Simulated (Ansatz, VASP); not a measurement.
## CoO: VASP beside Ansatz

INCAR

```
ALGO = Normal
EDIFF = 1E-6
ENCUT = 600
GGA = CA
GGA_COMPAT = False
ISIF = 2
ISMEAR = 0
ISPIN = 2
LASPH = True
LCHARG = True
LDAU = True
LDAUJ = 0 0
LDAUL = 2 -1
LDAUPRINT = 1
LDAUTYPE = 2
LDAUU = 3.3 0
LELF = True
LMAXMIX = 4
LORBIT = 11
LREAL = False
LVHAR = True
LWAVE = False
MAGMOM = 2.82 0.3
NBANDS = 22
NELM = 200
PREC = Accurate
SIGMA = 0.05
```

Contents of KPOINTS:

```
k-points
0
Gamma
  10 10 10
```

File POSCAR:

```
CoO
1.0
    0.0000000000      2.1123212002      2.1123212002
    2.1123212002      0.0000000000      2.1123212002
    2.1123212002      2.1123212002      0.0000000000
Co O
1 1
Direct
    0.0000000000      0.0000000000      0.0000000000
    0.5000000000      0.5000000000      0.5000000000
```

Input for Ansatz:

```yaml
crystal:
  lattice:
    - [0.0, 2.1123212002, 2.1123212002]
    - [2.1123212002, 0.0, 2.1123212002]
    - [2.1123212002, 2.1123212002, 0.0]
  atoms:
    - { symbol: Co, position: [0.0, 0.0, 0.0], spin: 2.81 }
    - { symbol: O, position: [0.5, 0.5, 0.5] }
basis:
  ecutwfc: 420
  ecutrho_ratio: 4
kpoints:
  mp_grid: { grid: [10, 10, 10] }
hamiltonian:
  xc: lda
  hubbard:
    sites:
      - { species: Co, l: d, u_eff: 3.3, starting_ns: start.occupation_matrices }
    ns_hold: { iters: 6 }
scf:
  occupations: { method: gaussian, width: 0.05 }
  lower_state_search: "off"
output:
  forces: true
  stress: true
  eigenvalues: true
  populations: true
  hubbard: { sites: [{ species: Co, l: d }] }
magnetization:
  spin_polarized: true
```

Alike in both runs: task single point; functional LDA; k mesh 10 × 10 × 10; occupations gaussian, width 0.05 eV; collinear spin; Hubbard terms Co d U = 3.3 eV.

|  | VASP | Ansatz |
| --- | --- | --- |
| version | VASP 6.6.1 | Ansatz 0.2.0 |
| potentials or method | VASP PAW LDA potentials, release 64 (Co_sv, O), cutoff 600 eV | scalar-relativistic, plane waves, PAW |
| valence electrons in the cell | 23 | 23 |

VASP gave:

- pressure (GPa): -14.8
- net moment per atom (μB): 1.50
- size of the moment on the site where the two differ most (μB): 2.65

**Question.** Which values does Ansatz return?

**Answer.** Pressure (GPa): -4.1; net moment per atom (μB): 1.50; size of the moment on the site where the two differ most (μB): 2.56.

LDA's correlation is that of Perdew and Zunger in VASP and of Perdew and Wang (1992) in Ansatz. Site moments also hang on the region over which each program counts them. The programs project onto different local orbitals, so the same U acts differently, and such runs can settle in different states. Ansatz's warnings: symmetry narrowed by occupation matrices.
